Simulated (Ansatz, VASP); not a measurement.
**SiC: VASP beside Ansatz**

```xyz
2
Lattice="0.0000 2.2434 2.2434 2.2434 0.0000 2.2434 2.2434 2.2434 0.0000" Properties=species:S:1:pos:R:3 pbc="T T T"
Si    0.0000    0.0000    0.0000
C     1.1217    1.1217    1.1217
```

Change from the starting cell: hydrostatic strain +3.0%.

Alike in both runs: task single point; functional HSE06; k mesh 8 × 8 × 8; no spin polarisation.

|  | VASP | Ansatz |
| --- | --- | --- |
| version | VASP 6.6.1 | Ansatz 0.2.0 |
| potentials or method | VASP PAW PBE potentials, release 64 (Si, C) | plane waves, PAW |
| plane-wave cutoff (eV) | 520 | 420 |
| occupations | gaussian, width 0.01 eV | fixed |
| valence electrons in the cell | 8 | 8 |

Ansatz gave:

| Quantity | Value |
| --- | --- |
| gap on the k mesh at the Fermi level (eV) | 2.27 |
| pressure (GPa) | -18.2 |

Estimate VASP's values.

gap on the k mesh at the Fermi level (eV): 2.28; pressure (GPa): -18.5.

Ansatz's warnings: stress exchange threshold loose, stress scf threshold loose.
